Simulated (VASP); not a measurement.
# Ge2Sb2Te5 (Cm) in VASP: a series of runs

The runs below take Ge2Sb2Te5 through single point, with PBE.

Program: VASP 6.6.1. These are calculated values, not measurements. Logs are shortened: lines on timing, memory, paths and dates and some standing lists are left out, and cuts for length are marked.

**1. The cell of the first run**

The structure is monoclinic, space group Cm (No. 8). The conventional cell has a = 13.659 Å, b = 6.122 Å, c = 9.633 Å, α = 90.00°, β = 133.88°, γ = 90.00°. Te (site symmetry m) has 2 Ge at 2.83 to 3.36 Å and 3 Sb at 2.99 to 3.09 Å within 3.7 Å. Te (site symmetry m) has 2 Sb at 3.00 to 3.05 Å and 3 Ge at 3.08 to 3.27 Å within 4.0 Å. Te (site symmetry m) has 3 Ge at 2.75 to 3.07 Å and 2 Sb at 3.15 to 3.38 Å within 3.6 Å. Within 3.7 Å of Te (site symmetry m) lie 2 Ge at 2.79 to 3.30 Å and 2 Sb at 2.87 to 3.25 Å. Within 3.8 Å of Te (site symmetry m) lie 2 Ge at 2.85 to 3.25 Å and 3 Sb at 3.06 to 3.14 Å. Sb (site symmetry m) has 6 Te at 2.99 to 3.25 Å within 3.9 Å. Sb (site symmetry m) has 6 Te at 2.87 to 3.38 Å within 3.8 Å. Ge (site symmetry m) has 6 Te at 2.75 to 3.36 Å within 3.6 Å.

**2. Single point, PBE**

The input, INCAR:

```
PREC     = Accurate       # precision mode
ENCUT    = 520            # plane-wave cutoff, eV
EDIFF    = 1E-7           # SCF threshold, eV
ISMEAR   = -1             # smearing method
SIGMA    = 0.05           # smearing width, eV
LREAL    = F              # projectors in reciprocal space
LASPH    = T              # aspherical terms in the spheres
NELM     = 60             # most SCF steps
ALGO     = Normal         # electronic algorithm
ISIF     = 2              # what is computed and relaxed
LWAVE    = F              # write WAVECAR
LCHARG   = T              # write CHGCAR
GGA      = PE             # functional
LELF     = T              # ELF
LVHAR    = T            
NBANDS   = 44             # bands
```

The input, KPOINTS:

```
regular mesh
0
Gamma
  4 4 3
```

The input, POSCAR:

```
Ge2Sb2Te5
1.0
    6.9450335568     -3.0612236305     -0.0796707289
    6.9450335568      3.0612236305     -0.0796707289
   -7.0165176553      0.0000000000      6.9086814077
Te Sb Ge
5 2 2
Direct
    0.5971905699      0.5971905699      0.3785901743
    0.8040508270      0.8040508270      0.1990224134
    0.0067065929      0.0067065929     -0.0027777144
    0.2132184393      0.2132184393      0.8092673253
    0.4055503493      0.4055503493      0.5962649570
    0.8915015909      0.8915015909      0.5804970319
    0.1098625818      0.1098625818      0.4303634083
    0.2834749712      0.2834749712      0.2082576848
    0.4884440777      0.4884440777      0.0005147194
```

Potentials or basis: VASP PAW PBE potentials, release 64 (Te, Sb, Ge_d).

The run is started by

```sh
> cat potpaw_PBE.64/Te/POTCAR potpaw_PBE.64/Sb/POTCAR potpaw_PBE.64/Ge_d/POTCAR > POTCAR
> mpirun -np 1 vasp_std > vasp.out
```

OUTCAR:

```text
PREC = Accurate
   ENCUT = 520
   EDIFF = 1E-7
   ISMEAR = -1
   LREAL = F
   LASPH = T
   NELM = 60
   ISIF = 2
   GGA = PE

 ion  position               nearest neighbor table
   1  0.597  0.597  0.379-   9 2.83   6 2.99   7 3.09   7 3.09
   2  0.804  0.804  0.199-   6 3.00   7 3.05   8 3.08   8 3.08   9 3.27
   3  0.007  0.007  0.997-   8 2.75   9 3.07   9 3.07   6 3.15   7 3.38
   4  0.213  0.213  0.809-   9 2.79   7 2.87   6 3.25   8 3.30
   5  0.406  0.406  0.596-   8 2.85   6 3.06   6 3.06   7 3.14   9 3.25
   6  0.892  0.892  0.580-   1 2.99   2 3.00   5 3.06   5 3.06   3 3.15   4 3.25
   7  0.110  0.110  0.430-   4 2.87   2 3.05   1 3.09   1 3.09   5 3.14   3 3.38
   8  0.283  0.283  0.208-   3 2.75   5 2.85   2 3.08   2 3.08   4 3.30
   9  0.488  0.488  0.001-   4 2.79   1 2.83   3 3.07   3 3.07   5 3.25   2 3.27

  Warning from LATTYP: Got some problem with cell dimensions!
  Tried to take original basis but could not verify dimensions!
  LATTYP: Found a base centered monoclinic cell.
 ALAT       =    13.6587696119
 B/A-ratio  =     0.4482429556
 C/A-ratio  =     0.7052785973
 COS(beta)  =    -0.6931235292

  Lattice vectors:

 A1 = (  -0.0714840985,  -3.0612236305,   6.8290106788)
 A2 = (  -0.0714840985,   3.0612236305,   6.8290106788)
 A3 = (  -6.8735494583,   0.0000000000,  -6.7493399499)

Analysis of symmetry for initial positions (statically):
=====================================================================
 Subroutine PRICEL returns:
 Original cell was already a primitive cell.

 Routine SETGRP: Setting up the symmetry group for a
 base centered monoclinic supercell.

 Subroutine GETGRP returns: Found  2 space group operations
 (whereof  2 operations were pure point group operations)
 out of a pool of  4 trial point group operations.

The static configuration has the point symmetry C_1h.

Analysis of symmetry for dynamics (positions and initial velocities):
=====================================================================
 Subroutine PRICEL returns:
 Original cell was already a primitive cell.

 Routine SETGRP: Setting up the symmetry group for a
 base centered monoclinic supercell.

 Subroutine GETGRP returns: Found  2 space group operations
 (whereof  2 operations were pure point group operations)
 out of a pool of  4 trial point group operations.

The dynamic configuration has the point symmetry C_1h.

 Subroutine INISYM returns: Found  2 space group operations
 (whereof  2 operations are pure point group operations),
 and found     1 'primitive' translations

----------------------------------------------------------------------------------------

                                     Primitive cell

  volume of cell :     290.3388

  direct lattice vectors                    reciprocal lattice vectors
     6.945033557 -3.061223630 -0.079670729     0.072842557 -0.163333379  0.073979542
     6.945033557  3.061223630 -0.079670729     0.072842557  0.163333379  0.073979542
    -7.016517655  0.000000000  6.908681408     0.001680037  0.000000000  0.146451681

  length of vectors
     7.590186338  7.590186338  9.846897928     0.193537602  0.193537602  0.146461317

  position of ions in fractional coordinates (direct lattice)
     0.597190570  0.597190570  0.378590174
     0.804050827  0.804050827  0.199022413
     0.006706593  0.006706593  0.997222286
     0.213218439  0.213218439  0.809267325
     0.405550349  0.405550349  0.596264957
     0.891501591  0.891501591  0.580497032
     0.109862582  0.109862582  0.430363408
     0.283474971  0.283474971  0.208257685
     0.488444078  0.488444078  0.000514719

  ion indices of the primitive-cell ions
   primitive index   ion index
                 1           1
                 2           2
                 3           3
                 4           4
                 5           5
                 6           6
                 7           7
                 8           8
                 9           9

----------------------------------------------------------------------------------------

 KPOINTS: regular mesh

Automatic generation of k-mesh.
 Grid dimensions read from file:
 generate k-points for:    4    4    3

 Generating k-lattice:

  Cartesian coordinates                     Fractional coordinates (reciprocal lattice)
     0.018210639 -0.040833345  0.018494886     0.250000000 -0.000000000  0.000000000
     0.018210639  0.040833345  0.018494886    -0.000000000  0.250000000  0.000000000
     0.000560012  0.000000000  0.048817227    -0.000000000 -0.000000000  0.333333333

  Length of vectors
     0.048384401  0.048384401  0.048820439

  Shift w.r.t. Gamma in fractional coordinates (k-lattice)
     0.000000000  0.000000000  0.000000000

 Subroutine IBZKPT returns following result:
 ===========================================

 Found     17 irreducible k-points:

 Following reciprocal coordinates:
            Coordinates               Weight
  0.000000  0.000000  0.000000      1.000000
  0.250000  0.000000  0.000000      4.000000
  0.500000  0.000000  0.000000      2.000000
  0.250000  0.250000  0.000000      2.000000
  0.500000  0.250000  0.000000      4.000000
 -0.250000  0.250000  0.000000      2.000000
[... 9 lines left out ...]
 -0.250000  0.500000  0.333333      4.000000
 -0.250000 -0.250000  0.333333      2.000000
   k-points           NKPTS =     17   k-points in BZ     NKDIM =     17   number of bands    NBANDS=     44
   number of dos      NEDOS =    301   number of ions     NIONS =      9
   total plane-waves  NPLWV = 250880
   dimension x,y,z NGX =    56 NGY =   56 NGZ =   80
   dimension x,y,z NGXF=   112 NGYF=  112 NGZF=  160
   ions per type =               5   2   2
   NGX,Y,Z   is equivalent  to a cutoff of  12.27, 12.27, 13.51 a.u.
   NGXF,Y,Z  is equivalent  to a cutoff of  24.53, 24.53, 27.01 a.u.
 SYSTEM =  unknown system
   PREC   = accura    normal or accurate (medium, high low for compatibility)
   ISTART =      0    job   : 0-new  1-cont  2-samecut
   ICHARG =      2    charge: 1-file 2-atom 10-const
   ISPIN  =      1    spin polarized calculation?
   LNONCOLLINEAR =      F non collinear calculations
   LSORBIT =      F    spin-orbit coupling
   LASPH  =      T    aspherical Exc in radial PAW
   ENCUT  =  520.0 eV  38.22 Ry    6.18 a.u.  14.11 14.11 18.31*2*pi/ulx,y,z
   NELM   =     60;   NELMIN=  2; NELMDL= -5     # of ELM steps
   EDIFF  = 0.1E-06   stopping-criterion for ELM
   LREAL  =      F    real-space projection
   EDIFFG = 0.1E-05   stopping-criterion for IOM
   NSW    =      0    number of steps for IOM
   IBRION =     -1    ionic relax: 0-MD 1-quasi-New 2-CG
   NFREE  =      0    steps in history (QN), initial steepest desc. (CG)
   ISIF   =      2    stress and relaxation
   ISYM   =      2    0-nonsym 1-usesym 2-fastsym
   POTIM  = 0.5000    time-step for ionic-motion
   TEBEG  =    0.0;   TEEND  =   0.0 temperature during run
   PSTRESS=    0.0 pullay stress
   NELECT =      68.0000    total number of electrons
   NUPDOWN=      -1.0000    fix difference up-down
   EMIN   =  10.00;   EMAX   =-10.00  energy-range for DOS
   EFERMI =   0.00;   METHOD = LEGACY
   ISMEAR =    -1;   SIGMA  =   0.05  broadening in eV -4-tet -1-fermi 0-gaus
   EFERMI_NEDOS =   21; number of points for ismear=-14 and -15
   IALGO  =     38    algorithm
   IMIX   =      4    mixing-type and parameters
     AMIX     =   0.40;   BMIX     =  1.00
     AMIX_MAG =   1.60;   BMIX_MAG =  1.00
  volume/ion in A,a.u.               =      32.26       217.70
  Fermi-wavevector in a.u.,A,eV,Ry     =   1.009120  1.906960 13.855126  1.018323
  Thomas-Fermi vector in A             =   2.142029
   LORBIT       =      0    0 simple, 1 ext, 2 COOP (PROOUT), +10 PAW based schemes
   GGA     = PE    functional components
   LHFCALC =     F    Hartree Fock is set to
   AEXX    =    0.0000 exact exchange contribution
   IVDW    =     0    specifies the selected vdW correction
   LEPSILON=     F    determine dielectric tensor
   LRPA    =     F    only Hartree local field effects (RPA)
 non-spin polarized calculation
  energy-cutoff  :      520.00
  volume of cell :      290.34
 maximum number of plane-waves:      7838
   NGX = 29   NGY = 29   NGZ = 37

 number of electron      68.0000004 magnetization

 Free energy of the ion-electron system (eV)
  ---------------------------------------------------
  ext. energy  EPLUGINS =         0.00000000
  ---------------------------------------------------
  free energy    TOTEN  =       -33.64248152 eV

  energy without entropy =      -33.63625217  energy(sigma->0) =      -33.63936684

 E-fermi :   5.2227     XC(G=0):  -9.0739

 val. band max:        5.1102009529   @ k =   0.5000   0.0000   0.0000
 cond. band min:       5.3372127312   @ k =   0.5000   0.0000   0.0000
 fundamental gap:      0.2270117783
 Fermi energy:         5.2226754053

 k-point     1 :       0.0000    0.0000    0.0000
  band No.  band energies     occupation
      1     -19.4926      2.00000
      2     -19.4854      2.00000
      3     -19.4741      2.00000
      4     -19.4738      2.00000
      5     -19.4656      2.00000
      6     -19.4448      2.00000
[... 36 lines left out ...]
     43       9.2866      0.00000
     44       9.5967      0.00000

 k-point     2 :       0.2500    0.0000    0.0000
  band No.  band energies     occupation
      1     -19.4926      2.00000
      2     -19.4854      2.00000
      3     -19.4741      2.00000
      4     -19.4738      2.00000
      5     -19.4656      2.00000
      6     -19.4448      2.00000
[... 36 lines left out ...]
     43       8.7420      0.00000
     44       8.9368      0.00000

 k-point     3 :       0.5000    0.0000    0.0000
  band No.  band energies     occupation
      1     -19.4925      2.00000
      2     -19.4854      2.00000
      3     -19.4741      2.00000
      4     -19.4739      2.00000
      5     -19.4656      2.00000
      6     -19.4447      2.00000
[... 647 lines left out ...]
     43       8.6723      0.00000
     44       9.0740      0.00000

 k-point    17 :      -0.2500   -0.2500    0.3333
  band No.  band energies     occupation
      1     -19.4926      2.00000
      2     -19.4854      2.00000
      3     -19.4741      2.00000
      4     -19.4738      2.00000
      5     -19.4656      2.00000
      6     -19.4448      2.00000
[... 36 lines left out ...]
     43       9.1775      0.00000
     44       9.6591      0.00000

------------------------ aborting loop because EDIFF is reached ----------------------------------------

  FORCE on cell =-STRESS in cart. coord.  units (eV):
  Direction    XX          YY          ZZ          XY          YZ          ZX
  --------------------------------------------------------------------------------------
  -------------------------------------------------------------------------------------
  Total       -0.0141981     -0.0935493      0.0269361      0.0000000      0.0000000     -0.0104178
  in kB       -0.0783494     -0.5162333      0.1486415      0.0000000      0.0000000     -0.0574888
  external PRESSURE =      -0.1486471 kB  Pullay stress =       0.0000000 kB

 VOLUME and BASIS-vectors are now :
 -----------------------------------------------------------------------------
  energy-cutoff  :      520.00
  volume of cell :      290.34
      direct lattice vectors                 reciprocal lattice vectors
     6.945033557 -3.061223630 -0.079670729     0.072842557 -0.163333379  0.073979542
     6.945033557  3.061223630 -0.079670729     0.072842557  0.163333379  0.073979542
    -7.016517655  0.000000000  6.908681408     0.001680037  0.000000000  0.146451681

 POSITION                                       TOTAL-FORCE (eV/Angst)
 -----------------------------------------------------------------------------------
      5.63863      0.00000      2.52040        -0.010911      0.000000      0.002697
      9.77188      0.00000      1.24686         0.001548      0.000000     -0.006012
     -6.90387      0.00000      6.88842        -0.007511      0.000000     -0.004561
     -2.71662      0.00000      5.55700        -0.014732      0.000000      0.007163
      1.44942      0.00000      4.05478        -0.005078      0.000000      0.006727
      8.30995      0.00000      3.86842         0.007580      0.000000      0.014893
     -1.49365      0.00000      2.95574         0.007973      0.000000     -0.009158
      2.47624      0.00000      1.39362         0.010430      0.000000     -0.002701
      6.78091      0.00000     -0.07427         0.010700      0.000000     -0.009048
 -----------------------------------------------------------------------------------
    total drift:                               -0.001056      0.000000      0.000195

  FREE ENERGIE OF THE ION-ELECTRON SYSTEM (eV)
  ---------------------------------------------------
  free  energy   TOTEN  =       -33.6424815171 eV

  energy  without entropy=      -33.6362521702  energy(sigma->0) =      -33.63936684
```

It took 9.9 min on 1 thread of Intel Xeon 8259CL, shared host; peak memory 0.59 GiB.

Results:

```
Free energy            : -33.6425 eV
Pressure               : 0.0 GPa
Largest force          : 0.017 eV/Å
Band gap on the k mesh : 0.23 eV
```

Forces in eV/Å, atoms in the order of the input:
```
Te  -0.011  0.000  0.003
Te   0.002  0.000 -0.006
Te  -0.008  0.000 -0.005
Te  -0.015  0.000  0.007
Te  -0.005  0.000  0.007
Sb   0.008  0.000  0.015
Sb   0.008  0.000 -0.009
Ge   0.010  0.000 -0.003
Ge   0.011  0.000 -0.009
```

Caveat: spin-orbit coupling is left out, which moves the levels of the heavy elements; an odd mesh through Γ misses points on the zone boundary, where band edges can lie.

(Continued in part 2 of 2.)
